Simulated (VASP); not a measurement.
# Na (P6_3/mmc) in VASP: further runs, part 2 of 2

VASP 6.6.1. Earlier steps stand in the parts before.

## 3. Relaxation of cell and atoms, r2SCAN, target pressure 30 GPa, at which the enthalpy is minimised

POSCAR reads:

```
Na
1.0
    3.7670000000      0.0000000000      0.0000000000
   -1.8835000000      3.2623176961      0.0000000000
    0.0000000000      0.0000000000      6.1540000000
Na
2
Direct
    0.6666666667      0.3333333333      0.7500000000
    0.3333333333      0.6666666667      0.2500000000
```

INCAR.step1 reads:

```
PREC = Accurate
ENCUT = 600
ISMEAR = -1
SIGMA = 0.05
LREAL = F
LASPH = T
NELM = 60
GGA = PE
ALGO = Normal
EDIFF = 1E-4
LWAVE = T
LCHARG = F
```

INCAR.step2 reads:

```
PREC = Accurate
ENCUT = 600
EDIFF = 1E-6
ISMEAR = -1
SIGMA = 0.05
LREAL = F
LASPH = T
NELM = 60
ALGO = Normal
ISIF = 3
LWAVE = F
LCHARG = F
METAGGA = R2SCAN
LMIXTAU = T
IBRION = 2
NSW = 60
EDIFFG = -0.01
PSTRESS = 300.0
ISTART = 1
```

KPOINTS reads:

```
Automatic mesh
0
Gamma
  8 8 5
```

Potentials or basis: VASP PAW PBE potentials, release 64 (Na_pv).

Launch:

```
> cat potpaw_PBE.64/Na_pv/POTCAR > POTCAR
> cp INCAR.step1 INCAR
> mpirun -np 1 vasp_std > vasp.out
> cp INCAR.step2 INCAR
> mpirun -np 1 vasp_std > vasp.out
```

OUTCAR:

```text
PREC = Accurate
   ENCUT = 600
   EDIFF = 1E-6
   ISMEAR = -1
   LREAL = F
   LASPH = T
   NELM = 60
   ISIF = 3
   METAGGA = R2SCAN
   IBRION = 2
   NSW = 60
   EDIFFG = -0.01
   PSTRESS = 300.0
   ISTART = 1

 ion  position               nearest neighbor table
   1  0.667  0.333  0.750-
   2  0.333  0.667  0.250-

  LATTYP: Found a hexagonal cell.
 ALAT       =     3.7670000000
 C/A-ratio  =     1.6336607380

  Lattice vectors:

 A1 = (   3.7670000000,   0.0000000000,   0.0000000000)
 A2 = (  -1.8835000000,   3.2623176961,   0.0000000000)
 A3 = (   0.0000000000,   0.0000000000,   6.1540000000)

Analysis of symmetry for initial positions (statically):
=====================================================================
 Subroutine PRICEL returns:
 Original cell was already a primitive cell.

 Routine SETGRP: Setting up the symmetry group for a
 hexagonal supercell.

 Subroutine GETGRP returns: Found 24 space group operations
 (whereof 12 operations were pure point group operations)
 out of a pool of 24 trial point group operations.
[... 139 lines left out ...]
  Fermi-wavevector in a.u.,A,eV,Ry     =   0.933020  1.763153 11.844235  0.870527
  Thomas-Fermi vector in A             =   2.059678
   LORBIT       =      0    0 simple, 1 ext, 2 COOP (PROOUT), +10 PAW based schemes
   METAGGA = R2SCAN    functional components
   LHFCALC =     F    Hartree Fock is set to
   AEXX    =    0.0000 exact exchange contribution
   IVDW    =     0    specifies the selected vdW correction
   LEPSILON=     F    determine dielectric tensor
   LRPA    =     F    only Hartree local field effects (RPA)
 conjugate gradient relaxation of ions
 non-spin polarized calculation
  energy-cutoff  :      600.00
  volume of cell :       75.63
 maximum number of plane-waves:      2563
   NGX = 15   NGY = 15   NGZ = 25

--------------------------------------- Ionic step        1  -------------------------------------------

 number of electron      14.0000000 magnetization

 Free energy of the ion-electron system (eV)
  ---------------------------------------------------
  ext. energy  EPLUGINS =         0.00000000
  ---------------------------------------------------
  free energy    TOTEN  =        -7.10855344 eV

  energy without entropy =       -7.10242991  energy(sigma->0) =       -7.10549167

 E-fermi :   0.2458     XC(G=0):  -6.8627

 val. band max:        0.0860082653   @ k =   0.3750   0.1250   0.2000
 cond. band min:       0.2664121908   @ k =   0.1250   0.1250   0.2000
 fundamental gap:      0.1804039254
 Fermi energy:         0.2458403131
[... 790 lines left out ...]
  energy  without entropy=       -5.2499285473  energy(sigma->0) =       -5.25174472

  enthalpy is  TOTEN    =         1.0501291796 eV   P V=        6.3036900776

[... ionic steps 4 to 10 ...]

--------------------------------------- Ionic step       11  -------------------------------------------

 number of electron      14.0000005 magnetization

------------------------ aborting loop because EDIFF is reached ----------------------------------------
[... 71 lines left out ...]
--------------------------------------- Ionic step       13  -------------------------------------------

 number of electron      14.0000007 magnetization

 Free energy of the ion-electron system (eV)
  ---------------------------------------------------
  ext. energy  EPLUGINS =         0.00000000
  ---------------------------------------------------
  free energy    TOTEN  =        -5.07512804 eV

  energy without entropy =       -5.07098433  energy(sigma->0) =       -5.07305619

 E-fermi :   4.2430     XC(G=0):  -9.8094

 val. band max:        3.8882824018   @ k =   0.2500   0.1250   0.4000
 cond. band min:       4.3023553214   @ k =   0.2500   0.2500   0.4000
 fundamental gap:      0.4140729196
 Fermi energy:         4.2429665791
[... 369 lines left out ...]
  energy  without entropy=       -5.0709843299  energy(sigma->0) =       -5.07305619

  enthalpy is  TOTEN    =         1.0415988481 eV   P V=        6.1167268896

 reached required accuracy - stopping structural energy minimisation
```

OUTCAR.step1:

```text
PREC = Accurate
   ENCUT = 600
   ISMEAR = -1
   LREAL = F
   LASPH = T
   NELM = 60
[... 557 lines left out ...]
 -----------------------------------------------------------------------------------
      1.88350      1.08744      4.61550        -0.000000     -0.000000      0.000000
     -0.00000      2.17488      1.53850         0.000000      0.000000      0.000000
 -----------------------------------------------------------------------------------
    total drift:                                0.000000     -0.000000      0.000000

  FREE ENERGIE OF THE ION-ELECTRON SYSTEM (eV)
  ---------------------------------------------------
  free  energy   TOTEN  =        -2.6223694432 eV

  energy  without entropy=       -2.6157177087  energy(sigma->0) =       -2.61904358
```

OSZICAR.step1:

```text
N       E                     dE             d eps       ncg     rms          rms(c)
DAV:   1     0.909166244484E+02    0.90917E+02   -0.82501E+03   660   0.134E+03
DAV:   2     0.504440064931E+00   -0.90412E+02   -0.90003E+02   660   0.311E+02
DAV:   3    -0.258134979262E+01   -0.30858E+01   -0.30830E+01   794   0.713E+01
DAV:   4    -0.262272677372E+01   -0.41377E-01   -0.41375E-01   744   0.904E+00
DAV:   5    -0.262365916495E+01   -0.93239E-03   -0.93238E-03   765   0.140E+00    0.284E-01
DAV:   6    -0.262291684354E+01    0.74232E-03   -0.10143E-03   855   0.478E-01    0.191E-01
DAV:   7    -0.262238891629E+01    0.52793E-03   -0.20701E-03   905   0.602E-01    0.230E-02
DAV:   8    -0.262236944321E+01    0.19473E-04   -0.14180E-04   438   0.255E-01
   1 F= -.26223694E+01 E0= -.26190436E+01  d E =-.665173E-02
```

It took 6.9 min on 1 thread of Intel Xeon 6975P-C (Granite Rapids), shared host; peak memory 0.23 GiB.

What came out:

* Free energy: -5.0751 eV
* Relaxed volume: 16.33 Å³/atom
* Relaxed cell: a = 2.871 Å, b = 2.871 Å, c = 4.577 Å, α = 90.00°, β = 90.00°, γ = 120.00°
* Space group after relaxing (to 0.1 Å): P6_3/mmc (No. 194)
* Energy change on relaxing (the run minimises the enthalpy): +1016.7 meV/atom
* Ionic steps: 13
* Pressure after relaxing: 30.1 GPa
* Band gap on the k mesh: zero (bands 7 and 8 overlap by 4.86 eV)

The path:
```tsv
step	energy change (eV)	largest force (eV/Å)	pressure (GPa)	volume (Å³)
1	0.0000	0.0000	-0.05	75.63
2	5.9739	0.0000	100.66	21.53
3	1.8550	0.0000	27.59	33.67
4	1.9796	0.0000	29.24	32.96
5	2.0975	0.0000	31.00	32.34
6	2.0119	0.0000	29.76	32.78
7	2.0222	0.0000	29.86	32.73
8	2.0264	0.0000	29.97	32.71
9	2.0246	0.0000	29.89	32.72
10	2.0256	0.0000	29.91	32.71
11	2.0289	0.0000	30.00	32.69
12	2.0368	0.0000	30.14	32.65
13	2.0334	0.0000	30.08	32.67
```

Final structure:
```
CELL_PARAMETERS angstrom
2.87086 0.00000 0.00000
-1.43543 2.48624 0.00000
0.00000 0.00000 4.57672
ATOMIC_POSITIONS crystal
Na 0.66667 0.33333 0.75000
Na 0.33333 0.66667 0.25000
```

Caveat: the cell is relaxed towards a set pressure, so the run minimises the enthalpy, not the energy; the volume moved by over 15 % at a fixed basis, so the end points are rough; the PAW data sets were made with another functional, which shifts forces and pressure a little.

## 4. Single point, HSE06

POSCAR is that of step 3.

INCAR.step1 reads:

```
SYSTEM = Na
  PREC = Accurate
  ENCUT = 520
  EDIFF = 1E-5
  ISMEAR = -1
  SIGMA = 0.05
  LREAL = .FALSE.
  LASPH = .TRUE.
  NELM = 100
  ALGO = Normal
  ISIF = 2
  LWAVE = .TRUE.
  LCHARG = .FALSE.
  GGA = PE
  NBANDS = 14
```

INCAR.step2 reads:

```
SYSTEM = Na
  PREC = Accurate
  ENCUT = 520
  EDIFF = 1E-7
  ISMEAR = -1
  SIGMA = 0.05
  LREAL = .FALSE.
  LASPH = .TRUE.
  NELM = 100
  ALGO = Normal
  ISIF = 2
  LWAVE = .FALSE.
  LCHARG = .FALSE.
  GGA = PE
  LHFCALC = .TRUE.
  HFSCREEN = 0.2079
  PRECFOCK = Normal
  ISTART = 1
  NBANDS = 14
```

KPOINTS reads:

```
regular mesh
0
G
  5 5 3
  0 0 0
```

Potentials or basis: VASP PAW PBE potentials, release 64 (Na_pv).

Launch:

```
> cat potpaw_PBE.64/Na_pv/POTCAR > POTCAR
> cp INCAR.step1 INCAR
> mpirun -np 1 vasp_std > vasp.out
> cp INCAR.step2 INCAR
> mpirun -np 1 vasp_std > vasp.out
```

OUTCAR:

```text
SYSTEM = Na
   PREC = Accurate
   ENCUT = 520
   EDIFF = 1E-7
   ISMEAR = -1
   LREAL = .FALSE.
   LASPH = .TRUE.
   NELM = 100
   ISIF = 2
   GGA = PE
   LHFCALC = .TRUE.
   HFSCREEN = 0.2079
   PRECFOCK = Normal
   ISTART = 1

 ion  position               nearest neighbor table
   1  0.667  0.333  0.750-
   2  0.333  0.667  0.250-

  LATTYP: Found a hexagonal cell.
 ALAT       =     3.7670000000
 C/A-ratio  =     1.6336607380

  Lattice vectors:

 A1 = (   3.7670000000,   0.0000000000,   0.0000000000)
 A2 = (  -1.8835000000,   3.2623176961,   0.0000000000)
 A3 = (   0.0000000000,   0.0000000000,   6.1540000000)

Analysis of symmetry for initial positions (statically):
=====================================================================
 Subroutine PRICEL returns:
 Original cell was already a primitive cell.

 Routine SETGRP: Setting up the symmetry group for a
 hexagonal supercell.

 Subroutine GETGRP returns: Found 24 space group operations
 (whereof 12 operations were pure point group operations)
 out of a pool of 24 trial point group operations.

The static configuration has the point symmetry D_3d.
 The point group associated with its full space group is D_6h.

Analysis of symmetry for dynamics (positions and initial velocities):
=====================================================================
 Subroutine PRICEL returns:
 Original cell was already a primitive cell.

 Routine SETGRP: Setting up the symmetry group for a
 hexagonal supercell.

 Subroutine GETGRP returns: Found 24 space group operations
 (whereof 12 operations were pure point group operations)
 out of a pool of 24 trial point group operations.

The dynamic configuration has the point symmetry D_3d.
 The point group associated with its full space group is D_6h.

 Subroutine INISYM returns: Found 24 space group operations
 (whereof 12 operations are pure point group operations),
 and found     1 'primitive' translations

----------------------------------------------------------------------------------------

                                     Primitive cell

  volume of cell :      75.6274

  direct lattice vectors                    reciprocal lattice vectors
     3.767000000  0.000000000  0.000000000     0.265463233  0.153265269  0.000000000
    -1.883500000  3.262317696  0.000000000     0.000000000  0.306530538  0.000000000
     0.000000000  0.000000000  6.154000000     0.000000000  0.000000000  0.162495938

  length of vectors
     3.767000000  3.767000000  6.154000000     0.306530538  0.306530538  0.162495938

  position of ions in fractional coordinates (direct lattice)
     0.666666667  0.333333333  0.750000000
     0.333333333  0.666666667  0.250000000

  ion indices of the primitive-cell ions
   primitive index   ion index
                 1           1
                 2           2

----------------------------------------------------------------------------------------

 KPOINTS: regular mesh

Automatic generation of k-mesh.
 Grid dimensions read from file:
 generate k-points for:    5    5    3

 Generating k-lattice:

[... 32 lines left out ...]
   dimension x,y,z NGXF=    56 NGYF=   56 NGZF=   96
   ions per type =               2
   NGX,Y,Z   is equivalent  to a cutoff of  12.36, 12.36, 12.97 a.u.
   NGXF,Y,Z  is equivalent  to a cutoff of  24.71, 24.71, 25.93 a.u.
 SYSTEM =  Na
   PREC   = accura    normal or accurate (medium, high low for compatibility)
   ISTART =      1    job   : 0-new  1-cont  2-samecut
   ICHARG =      0    charge: 1-file 2-atom 10-const
   ISPIN  =      1    spin polarized calculation?
   LNONCOLLINEAR =      F non collinear calculations
   LSORBIT =      F    spin-orbit coupling
   LASPH  =      T    aspherical Exc in radial PAW
   ENCUT  =  520.0 eV  38.22 Ry    6.18 a.u.   7.00  7.00 11.44*2*pi/ulx,y,z
   NELM   =    100;   NELMIN=  2; NELMDL=  0     # of ELM steps
   EDIFF  = 0.1E-06   stopping-criterion for ELM
   LREAL  =      F    real-space projection
   EDIFFG = 0.1E-05   stopping-criterion for IOM
   NSW    =      0    number of steps for IOM
   IBRION =     -1    ionic relax: 0-MD 1-quasi-New 2-CG
   NFREE  =      0    steps in history (QN), initial steepest desc. (CG)
   ISIF   =      2    stress and relaxation
   ISYM   =      3    0-nonsym 1-usesym 2-fastsym
   POTIM  = 0.5000    time-step for ionic-motion
   TEBEG  =    0.0;   TEEND  =   0.0 temperature during run
   PSTRESS=    0.0 pullay stress
   NELECT =      14.0000    total number of electrons
   NUPDOWN=      -1.0000    fix difference up-down
   EMIN   =  10.00;   EMAX   =-10.00  energy-range for DOS
   EFERMI =   0.00;   METHOD = LEGACY
   ISMEAR =    -1;   SIGMA  =   0.05  broadening in eV -4-tet -1-fermi 0-gaus
   EFERMI_NEDOS =   21; number of points for ismear=-14 and -15
   IALGO  =     38    algorithm
   IMIX   =      1    mixing-type and parameters
     AMIX     =   0.40;   BMIX     =  1.00
     AMIX_MAG =   1.60;   BMIX_MAG =  1.00
  volume/ion in A,a.u.               =      37.81       255.18
  Fermi-wavevector in a.u.,A,eV,Ry     =   0.933020  1.763153 11.844235  0.870527
  Thomas-Fermi vector in A             =   2.059678
   LORBIT       =      0    0 simple, 1 ext, 2 COOP (PROOUT), +10 PAW based schemes
   GGA     = PE    functional components
   LHFCALC =     T    Hartree Fock is set to
   PRECFOCK=normal    Normal, Fast or Accurate (Low or Medium for compatibility)
   ENCUT4O =  -1.0   cutoff for four orbital integrals eV
   NKREDX  =     1    reduce k-point grid by
   NKREDY  =     1    reduce k-point grid by
   NKREDZ  =     1    reduce k-point grid by
   AEXX    =    0.2500 exact exchange contribution
   HFSCREEN=    0.2079 screening length (either q_TF or 0.3 A-1)
   HFSCREENC=   0.2079 screening length for correlation (either q_TF or 0.3 A-1)
   ENCUTFOCK=  -1.0 apply spherical cutoff to Coloumb kernel
   IVDW    =     0    specifies the selected vdW correction
   LEPSILON=     F    determine dielectric tensor
   LRPA    =     F    only Hartree local field effects (RPA)
 non-spin polarized calculation
  energy-cutoff  :      520.00
  volume of cell :       75.63
 maximum number of plane-waves:      2051
 NGX is ok and might be reduce to    28
  NGX = 24; NGY = 24; NGZ = 36

 number of electron      14.0000011 magnetization

 Free energy of the ion-electron system (eV)
  ---------------------------------------------------
  ext. energy  EPLUGINS =         0.00000000
  ---------------------------------------------------
  free energy    TOTEN  =        -2.88651959 eV

  energy without entropy =       -2.87632610  energy(sigma->0) =       -2.88142285

 E-fermi :   0.5134     XC(G=0):  -5.4795

 val. band max:       -0.2975040091   @ k =   0.4000  -0.0000   0.3333
 cond. band min:       0.5480684631   @ k =   0.2000   0.2000   0.3333
 fundamental gap:      0.8455724722
 Fermi energy:         0.5133970424

 k-point     1 :       0.0000    0.0000    0.0000
  band No.  band energies     occupation
      1     -27.6674      2.00000
      2     -27.6411      2.00000
      3     -27.6411      2.00000
      4     -27.6373      2.00000
      5     -27.6373      2.00000
      6     -27.6372      2.00000
      7      -3.5282      2.00000
      8       0.9020      0.00084
      9       1.3828      0.00000
     10      10.7108      0.00000
     11      10.7108      0.00000
     12      11.0939      0.00000
     13      11.0939      0.00000
     14      11.1893      0.00000
[... 139 lines left out ...]
      1     -27.6636      2.00000
      2     -27.6614      2.00000
      3     -27.6529      2.00000
      4     -27.6492      2.00000
      5     -27.6449      2.00000
      6     -27.6425      2.00000
      7       1.4584      0.00000
      8       1.6246      0.00000
      9       2.9292      0.00000
     10       3.0340      0.00000
     11       4.6802      0.00000
     12       5.9025      0.00000
     13       8.2267      0.00000
     14       8.7297      0.00000

------------------------ aborting loop because EDIFF is reached ----------------------------------------

  FORCE on cell =-STRESS in cart. coord.  units (eV):
  Direction    XX          YY          ZZ          XY          YZ          ZX
  --------------------------------------------------------------------------------------
  -------------------------------------------------------------------------------------
  Total       -0.0684758     -0.0684758     -0.0183112     -0.0000000      0.0000000      0.0000000
  in kB       -1.4506691     -1.4506691     -0.3879257     -0.0000000      0.0000000      0.0000000
  external PRESSURE =      -1.0964213 kB  Pullay stress =       0.0000000 kB

 VOLUME and BASIS-vectors are now :
 -----------------------------------------------------------------------------
  energy-cutoff  :      520.00
  volume of cell :       75.63
      direct lattice vectors                 reciprocal lattice vectors
     3.767000000  0.000000000  0.000000000     0.265463233  0.153265269  0.000000000
    -1.883500000  3.262317696  0.000000000     0.000000000  0.306530538  0.000000000
     0.000000000  0.000000000  6.154000000     0.000000000  0.000000000  0.162495938

 POSITION                                       TOTAL-FORCE (eV/Angst)
 -----------------------------------------------------------------------------------
      1.88350      1.08744      4.61550        -0.000000      0.000000     -0.000000
     -0.00000      2.17488      1.53850         0.000000     -0.000000      0.000000
 -----------------------------------------------------------------------------------
    total drift:                                0.000000      0.000000      0.000000

  FREE ENERGIE OF THE ION-ELECTRON SYSTEM (eV)
  ---------------------------------------------------
  free  energy   TOTEN  =        -2.8865195944 eV

  energy  without entropy=       -2.8763261041  energy(sigma->0) =       -2.88142285
```

Run time: 3.1 min. Hardware: 1 thread of Intel Xeon 6975P-C (Granite Rapids), shared host; peak memory 0.28 GiB.

Results:

* Free energy: -2.8865 eV
* Pressure: -0.1 GPa
* Band gap on the k mesh: zero (bands 7 and 8 overlap by 2.84 eV)

Caveat: the k points lie up to 0.39 Å⁻¹ apart, too coarse for converged energies and pressures of a metal; the PAW data sets were made with another functional, which shifts forces and pressure a little.

## 5. Single point, PBE0

POSCAR is that of step 4.

INCAR.step1 reads:

```
ALGO = Normal
EDIFF = 1E-5
ENCUT = 520
GGA = PE
ISIF = 2
ISMEAR = -1
LASPH = True
LCHARG = False
LREAL = False
LWAVE = True
NBANDS = 14
NELM = 100
PREC = Accurate
SIGMA = 0.05
```

INCAR.step2 reads:

```
AEXX = 0.25
ALGO = Normal
EDIFF = 1E-7
ENCUT = 520
GGA = PE
ISIF = 2
ISMEAR = -1
ISTART = 1
LASPH = True
LCHARG = False
LHFCALC = True
LREAL = False
LWAVE = False
NBANDS = 14
NELM = 100
PREC = Accurate
PRECFOCK = Normal
SIGMA = 0.05
```

KPOINTS reads:

```
k-points
0
Gamma
  5 5 3
```

Launch:

```
> cat potpaw_PBE.64/Na_pv/POTCAR > POTCAR
> cp INCAR.step1 INCAR
> mpirun -np 1 vasp_std > vasp.out
> cp INCAR.step2 INCAR
> mpirun -np 1 vasp_std > vasp.out
```

Run time: 3.4 min. Hardware: 1 thread of Intel Xeon 6975P-C (Granite Rapids), shared host; peak memory 0.19 GiB.

Results (log left out):

* Free energy: -3.2426 eV
* Pressure: -0.1 GPa
* Band gap on the k mesh: zero (bands 7 and 8 overlap by 3.52 eV)

Stress tensor (GPa, compression positive):
```
-0.16  0.00  0.00
 0.00 -0.16  0.00
 0.00  0.00 -0.05
```

Levels at points of the mesh, in eV from the Fermi level:
```csv
k point,band 3,band 4,band 5,band 6,band 7,band 8,band 9,band 10,band 11,band 12
"(0.00, 0.00, 0.00)",-28.66,-28.65,-28.65,-28.65,-4.59,0.59,1.10,10.49,10.49,10.88
```

Caveat: the k points lie up to 0.39 Å⁻¹ apart, too coarse for converged energies and pressures of a metal; the PAW data sets were made with another functional, which shifts forces and pressure a little.

## 6. Overview

| task | level | cell | k mesh | cutoff (eV) | grid for exact exchange (PRECFOCK) | share of exact exchange | screening parameter | gap on the mesh (eV) | pressure (GPa) |
| --- | --- | --- | --- | --- | --- | --- | --- | --- | --- |
| relaxation of cell and atoms | r2SCAN | relaxed to 20 GPa | 8 × 8 × 5 | 600 | - | - | - | none | 20.0 |
| relaxation of cell and atoms | r2SCAN | relaxed to 30 GPa | 8 × 8 × 5 | 600 | - | - | - | none | 30.1 |
| single point | HSE06 | as given | 5 × 5 × 3 | 520 | Normal | 0.25 | 0.2079 1/Å | none | -0.1 |
| single point | PBE0 | as given | 5 × 5 × 3 | 520 | Normal | 0.25 | - | none | -0.1 |

Alike in all rows: potentials or basis VASP PAW PBE potentials, release 64 (Na_pv); no spin polarisation; smearing fermi-dirac 0.05 eV.

Caveats: some runs use coarse meshes; the PAW data sets were made with another functional, which shifts forces and pressure a little; the cell is relaxed towards a set pressure, so the run minimises the enthalpy, not the energy (at least some runs); the volume moved by over 15 % at a fixed basis, so the end points are rough (at least some runs).

Absolute energies hang on the potentials; compare differences alone.
